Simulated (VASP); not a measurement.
Set up this calculation in VASP 6.6.1, as the native input.

| Property | Result |
| --- | --- |
| Task | single point |
| Functional | LDA |
| Potentials or basis | VASP PAW LDA potentials, release 64 (K_sv) |
| Cutoff | 520 eV |
| k mesh | 5 × 5 × 3 |
| Occupations | fermi-dirac, width 0.1 eV |
| Spin | no spin polarisation |
| Dipole correction | no |
| Further INCAR settings | ALGO = Normal; EDIFF = 1e-06; NBANDS = 16 |

The structure of K lies in POSCAR:

```
K
1.0
    4.7624000000      0.0000000000      0.0000000000
   -2.3812000000      4.1243600000      0.0000000000
    0.0000000000      0.0000000000      7.8299700000
K
2
Direct
    0.3333333333      0.6666666667      0.2500000000
    0.6654543574      0.3309087147      0.7500000000
```

One way to write it, as run:

INCAR

```
SYSTEM = K
ALGO     = Normal         ! electronic algorithm
EDIFF    = 1E-6           ! SCF threshold, eV
ENCUT    = 520            ! plane-wave cutoff, eV
ISIF     = 2              ! what is computed and relaxed
ISMEAR   = -1             ! smearing method
LASPH    = .True.         ! aspherical terms in the spheres
LCHARG   = .False.        ! write CHGCAR
LREAL    = .False.        ! projectors in reciprocal space
LWAVE    = .False.        ! write WAVECAR
NBANDS   = 16             ! bands
NELM     = 60             ! most SCF steps
PREC     = Accurate       ! precision mode
SIGMA    = 0.1            ! smearing width, eV
```

KPOINTS

```
k-points
0
Gamma
  5 5 3
  0 0 0
```

Potentials or basis: VASP PAW LDA potentials, release 64 (K_sv).

Command:

```sh
$ cat potpaw_LDA.64/K_sv/POTCAR > POTCAR
$ mpirun -np 1 vasp_std > vasp.out
```

Results of the run:

```
Pressure               : -0.6 GPa
Band gap on the k mesh : zero (band 9 reaches 0.25 eV, above the bottom of band 10 at -1.31 eV)
```

It took 30 s on 1 thread of Intel(R) Xeon(R) Platinum 8488C (Sapphire Rapids), on a shared host, peak memory 0.21 GiB.
